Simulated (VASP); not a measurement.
# C in VASP: further runs

The runs below take C through single point, relaxation of cell and atoms, with LDA.

All numbers are computed with VASP 6.6.1; they aren't measurements. Logs are shortened: lines on timing, memory, paths and dates and some standing lists are left out, and cuts for length are marked.

### 1 The cell of the first run

The typed cell holds 4 atoms: a = 2.444 Å, b = 2.444 Å, c = 6.732 Å, α = 90.00°, β = 90.00°, γ = 119.97°.

### 2 Single point, LDA

The input, INCAR:

```
  PREC = Accurate
  ENCUT = 520
  EDIFF = 1E-7
  ISMEAR = 0
  SIGMA = 0.1
  LREAL = F
  LASPH = T
  NELM = 60
  ALGO = Normal
  ISIF = 2
  LWAVE = F
  LCHARG = F
  GGA = CA
  NBANDS = 16
```

The input, KPOINTS:

```
Automatic mesh
0
Gamma
  21 21 6
```

The input, POSCAR:

```
C
1.0
    1.2226372653     -2.1165580013      0.0000000000
    1.2226372653      2.1165580013      0.0000000000
    0.0000000000      0.0000000000      6.7320042669
C
4
Direct
    0.0833001284      0.9166998716      0.7499785664
    0.5833001284      0.4166998716      0.2500214336
    0.9166998716      0.0833001284      0.2500214336
    0.4166998716      0.5833001284      0.7499785664
```

Potentials or basis: VASP PAW LDA potentials, release 64 (C).

Started as:

```bash
$ cat potpaw_LDA.64/C/POTCAR > POTCAR
$ mpirun -np 1 vasp_std > vasp.out
```

OUTCAR:

```text
PREC = Accurate
   ENCUT = 520
   EDIFF = 1E-7
   ISMEAR = 0
   LREAL = F
   LASPH = T
   NELM = 60
   ISIF = 2
   GGA = CA

 ion  position               nearest neighbor table
   1  0.083  0.917  0.750-   4 1.41   4 1.41   4 1.41
   2  0.583  0.417  0.250-   3 1.41   3 1.41   3 1.41
   3  0.917  0.083  0.250-   2 1.41   2 1.41   2 1.41
   4  0.417  0.583  0.750-   1 1.41   1 1.41   1 1.41

  LATTYP: Found a base centered orthorhombic cell.
 ALAT       =     2.4452745306
 B/A-ratio  =     1.7311414116
 C/A-ratio  =     2.7530668572

  Lattice vectors:

 A1 = (   1.2226372653,  -2.1165580013,   0.0000000000)
 A2 = (   1.2226372653,   2.1165580013,   0.0000000000)
 A3 = (   0.0000000000,   0.0000000000,   6.7320042669)

Analysis of symmetry for initial positions (statically):
=====================================================================
 Subroutine PRICEL returns:
 Original cell was already a primitive cell.

 Routine SETGRP: Setting up the symmetry group for a
 base centered orthorhombic supercell.

 Subroutine GETGRP returns: Found  8 space group operations
 (whereof  4 operations were pure point group operations)
 out of a pool of  8 trial point group operations.

The static configuration has the point symmetry C_2h.
 The point group associated with its full space group is D_2h.

Analysis of symmetry for dynamics (positions and initial velocities):
=====================================================================
 Subroutine PRICEL returns:
 Original cell was already a primitive cell.

 Routine SETGRP: Setting up the symmetry group for a
 base centered orthorhombic supercell.

 Subroutine GETGRP returns: Found  8 space group operations
 (whereof  4 operations were pure point group operations)
 out of a pool of  8 trial point group operations.

The dynamic configuration has the point symmetry C_2h.
 The point group associated with its full space group is D_2h.

 Subroutine INISYM returns: Found  8 space group operations
 (whereof  4 operations are pure point group operations),
 and found     1 'primitive' translations

----------------------------------------------------------------------------------------

                                     Primitive cell

  volume of cell :      34.8419

  direct lattice vectors                    reciprocal lattice vectors
     1.222637265 -2.116558001  0.000000000     0.408952037 -0.236232600  0.000000000
     1.222637265  2.116558001  0.000000000     0.408952037  0.236232600  0.000000000
     0.000000000  0.000000000  6.732004267     0.000000000  0.000000000  0.148544172

  length of vectors
     2.444311694  2.444311694  6.732004267     0.472279165  0.472279165  0.148544172

  position of ions in fractional coordinates (direct lattice)
     0.083300128  0.916699872  0.749978566
     0.583300128  0.416699872  0.250021434
     0.916699872  0.083300128  0.250021434
     0.416699872  0.583300128  0.749978566

  ion indices of the primitive-cell ions
   primitive index   ion index
                 1           1
                 2           2
                 3           3
                 4           4

----------------------------------------------------------------------------------------

 KPOINTS: Automatic mesh

Automatic generation of k-mesh.
 Grid dimensions read from file:
 generate k-points for:   21   21    6

 Generating k-lattice:

  Cartesian coordinates                     Fractional coordinates (reciprocal lattice)
     0.019473907 -0.011249171  0.000000000     0.047619048  0.000000000  0.000000000
     0.019473907  0.011249171  0.000000000     0.000000000  0.047619048  0.000000000
     0.000000000  0.000000000  0.024757362     0.000000000  0.000000000  0.166666667

  Length of vectors
     0.022489484  0.022489484  0.024757362

  Shift w.r.t. Gamma in fractional coordinates (k-lattice)
     0.000000000  0.000000000  0.000000000

 Subroutine IBZKPT returns following result:
 ===========================================

 Found    484 irreducible k-points:

 Following reciprocal coordinates:
            Coordinates               Weight
  0.000000  0.000000  0.000000      1.000000
  0.047619  0.000000  0.000000      4.000000
  0.095238  0.000000  0.000000      4.000000
  0.142857 -0.000000  0.000000      4.000000
  0.190476  0.000000  0.000000      4.000000
  0.238095  0.000000  0.000000      4.000000
[... 16 lines left out ...]
 -0.428571  0.047619  0.000000      4.000000
 -0.380952  0.047619  0.000000      4.000000
 [... further k-points ...]
   k-points           NKPTS =    484   k-points in BZ     NKDIM =    484   number of bands    NBANDS=     16
   number of dos      NEDOS =    301   number of ions     NIONS =      4
   total plane-waves  NPLWV =  16200
   dimension x,y,z NGX =    18 NGY =   18 NGZ =   50
   dimension x,y,z NGXF=    36 NGYF=   36 NGZF=  100
   ions per type =               4
   NGX,Y,Z   is equivalent  to a cutoff of  12.24, 12.24, 12.35 a.u.
   NGXF,Y,Z  is equivalent  to a cutoff of  24.48, 24.48, 24.69 a.u.
 SYSTEM =  unknown system
   PREC   = accura    normal or accurate (medium, high low for compatibility)
   ISTART =      0    job   : 0-new  1-cont  2-samecut
   ICHARG =      2    charge: 1-file 2-atom 10-const
   ISPIN  =      1    spin polarized calculation?
   LNONCOLLINEAR =      F non collinear calculations
   LSORBIT =      F    spin-orbit coupling
   LASPH  =      T    aspherical Exc in radial PAW
   ENCUT  =  520.0 eV  38.22 Ry    6.18 a.u.   4.54  4.54 12.52*2*pi/ulx,y,z
   NELM   =     60;   NELMIN=  2; NELMDL= -5     # of ELM steps
   EDIFF  = 0.1E-06   stopping-criterion for ELM
   LREAL  =      F    real-space projection
   EDIFFG = 0.1E-05   stopping-criterion for IOM
   NSW    =      0    number of steps for IOM
   IBRION =     -1    ionic relax: 0-MD 1-quasi-New 2-CG
   NFREE  =      0    steps in history (QN), initial steepest desc. (CG)
   ISIF   =      2    stress and relaxation
   ISYM   =      2    0-nonsym 1-usesym 2-fastsym
   POTIM  = 0.5000    time-step for ionic-motion
   TEBEG  =    0.0;   TEEND  =   0.0 temperature during run
   PSTRESS=    0.0 pullay stress
   NELECT =      16.0000    total number of electrons
   NUPDOWN=      -1.0000    fix difference up-down
   EMIN   =  10.00;   EMAX   =-10.00  energy-range for DOS
   EFERMI =   0.00;   METHOD = LEGACY
   ISMEAR =     0;   SIGMA  =   0.10  broadening in eV -4-tet -1-fermi 0-gaus
   EFERMI_NEDOS =   21; number of points for ismear=-14 and -15
   IALGO  =     38    algorithm
   IMIX   =      4    mixing-type and parameters
     AMIX     =   0.40;   BMIX     =  1.00
     AMIX_MAG =   1.60;   BMIX_MAG =  1.00
  volume/ion in A,a.u.               =       8.71        58.78
  Fermi-wavevector in a.u.,A,eV,Ry     =   1.263031  2.386783 21.704666  1.595248
  Thomas-Fermi vector in A             =   2.396409
   LORBIT       =      0    0 simple, 1 ext, 2 COOP (PROOUT), +10 PAW based schemes
   GGA     = CA    functional components
   LHFCALC =     F    Hartree Fock is set to
   AEXX    =    0.0000 exact exchange contribution
   IVDW    =     0    specifies the selected vdW correction
   LEPSILON=     F    determine dielectric tensor
   LRPA    =     F    only Hartree local field effects (RPA)
 non-spin polarized calculation
 Gauss-broadening in eV      SIGMA  =   0.10
  energy-cutoff  :      520.00
  volume of cell :       34.84
 maximum number of plane-waves:       967
   NGX =  9   NGY =  9   NGZ = 25

 number of electron      15.9999995 magnetization

 Free energy of the ion-electron system (eV)
  ---------------------------------------------------
  ext. energy  EPLUGINS =         0.00000000
  ---------------------------------------------------
  free energy    TOTEN  =       -40.44086107 eV

  energy without entropy =      -40.44061678  energy(sigma->0) =      -40.44073893

 E-fermi :   4.6730     XC(G=0): -10.7816

 val. band max:        4.6726872612   @ k =   0.3333   0.3333   0.5000
 cond. band min:       4.7788631230   @ k =   0.3333   0.3333   0.3333
 fundamental gap:      0.1061758618
 Fermi energy:         4.6729622497

 k-point     1 :       0.0000    0.0000    0.0000
  band No.  band energies     occupation
      1     -14.9512      2.00000
      2     -14.6412      2.00000
      3      -4.0624      2.00000
      4      -2.0504      2.00000
      5       1.6658      2.00000
      6       1.6871      2.00000
[... 8 lines left out ...]
     15      16.2767      0.00000
     16      16.4158      0.00000

 k-point     2 :       0.0476    0.0000    0.0000
  band No.  band energies     occupation
      1     -14.8966      2.00000
      2     -14.5876      2.00000
      3      -3.9951      2.00000
      4      -1.9874      2.00000
      5       1.4538      2.00000
      6       1.4823      2.00000
[... 8 lines left out ...]
     15      16.0722      0.00000
     16      16.2371      0.00000

 k-point     3 :       0.0952    0.0000    0.0000
  band No.  band energies     occupation
      1     -14.7329      2.00000
      2     -14.4271      2.00000
      3      -3.7936      2.00000
      4      -1.7993      2.00000
      5       0.8401      2.00000
      6       0.8795      2.00000
[... 8 lines left out ...]
     15      15.4813      0.00000
     16      15.7232      0.00000

 k-point     4 :       0.1429   -0.0000    0.0000
  band No.  band energies     occupation
      1     -14.4608      2.00000
      2     -14.1603      2.00000
      3      -3.4593      2.00000
      4      -1.4880      2.00000
      5      -0.0747      2.00000
      6      -0.0190      2.00000
[... 8 lines left out ...]
     15      15.1018      0.00000
     16      15.1396      0.00000

 k-point     5 :       0.1905    0.0000    0.0000
  band No.  band energies     occupation
      1     -14.0811      2.00000
      2     -13.7880      2.00000
      3      -2.9944      2.00000
      4      -1.1859      2.00000
      5      -1.1113      2.00000
      6      -1.0577      2.00000
[... 8 lines left out ...]
     15      16.4143      0.00000
     16      16.4156      0.00000

 k-point     6 :       0.2381    0.0000    0.0000
  band No.  band energies     occupation
      1     -13.5954      2.00000
      2     -13.3119      2.00000
      3      -2.4076      2.00000
      4      -2.4033      2.00000
      5      -2.3131      2.00000
      6      -0.5154      2.00000
[... 8 lines left out ...]
     15      17.9198      0.00000
     16      17.9218      0.00000
[... 267 lines left out ...]
 k-point    21 :       0.4762    0.0476    0.0000
  band No.  band energies     occupation
      1      -9.3876      2.00000
      2      -9.3874      2.00000
      3      -8.5545      2.00000
      4      -8.5530      2.00000
      5      -1.9519      2.00000
      6      -1.9229      2.00000
[... 8 lines left out ...]
     15      18.5323      0.00000
     16      18.9647      0.00000

 k-point    22 :      -0.4762    0.0476    0.0000
  band No.  band energies     occupation
      1     -10.1622      2.00000
      2      -9.9545      2.00000
      3      -7.8897      2.00000
      4      -7.7191      2.00000
      5      -1.8972      2.00000
      6      -1.8685      2.00000
[... 8 lines left out ...]
     15      18.0475      0.00000
     16      19.5891      0.00000

 k-point    23 :      -0.4286    0.0476    0.0000
  band No.  band energies     occupation
      1     -11.0648      2.00000
      2     -10.8308      2.00000
      3      -6.7622      2.00000
      4      -6.6013      2.00000
      5      -1.7348      2.00000
      6      -1.7067      2.00000
[... 8 lines left out ...]
     15      18.1542      0.00000
     16      20.2733      0.00000

 k-point    24 :      -0.3810    0.0476    0.0000
  band No.  band energies     occupation
      1     -11.8950      2.00000
      2     -11.6438      2.00000
      3      -5.5516      2.00000
      4      -5.4094      2.00000
      5      -1.4690      2.00000
      6      -1.4420      2.00000
[... 8 lines left out ...]
     15      19.0959      0.00000
     16      21.2063      0.00000

 [... further k-points ...]

------------------------ aborting loop because EDIFF is reached ----------------------------------------

  FORCE on cell =-STRESS in cart. coord.  units (eV):
  Direction    XX          YY          ZZ          XY          YZ          ZX
  --------------------------------------------------------------------------------------
  -------------------------------------------------------------------------------------
  Total        0.3019177      0.2973656     -0.0302080      0.0000000      0.0000000      0.0000000
  in kB       13.8834360     13.6741106     -1.3890883      0.0000000      0.0000000      0.0000000
  external PRESSURE =       8.7228195 kB  Pullay stress =       0.0000000 kB

 VOLUME and BASIS-vectors are now :
 -----------------------------------------------------------------------------
  energy-cutoff  :      520.00
  volume of cell :       34.84
      direct lattice vectors                 reciprocal lattice vectors
     1.222637265 -2.116558001  0.000000000     0.408952037 -0.236232600  0.000000000
     1.222637265  2.116558001  0.000000000     0.408952037  0.236232600  0.000000000
     0.000000000  0.000000000  6.732004267     0.000000000  0.000000000  0.148544172

 POSITION                                       TOTAL-FORCE (eV/Angst)
 -----------------------------------------------------------------------------------
      1.22264      1.76394      5.04886         0.000000     -0.000928      0.000072
      1.22264     -0.35262      1.68315         0.000000     -0.000928     -0.000072
      1.22264     -1.76394      1.68315         0.000000      0.000928     -0.000072
      1.22264      0.35262      5.04886         0.000000      0.000928      0.000072
 -----------------------------------------------------------------------------------
    total drift:                                0.000000      0.000000     -0.000000

  FREE ENERGIE OF THE ION-ELECTRON SYSTEM (eV)
  ---------------------------------------------------
  free  energy   TOTEN  =       -40.4408610742 eV

  energy  without entropy=      -40.4406167801  energy(sigma->0) =      -40.44073893
```

Run time: 86 s. Hardware: 1 thread of Intel Xeon 6975P-C (Granite Rapids), shared host; peak memory 0.27 GiB.

Results:

- Free energy: -40.4409 eV
- Pressure: 0.9 GPa
- Band gap on the k mesh: zero (filled and empty bands touch)

(Continued in part 2 of 2.)
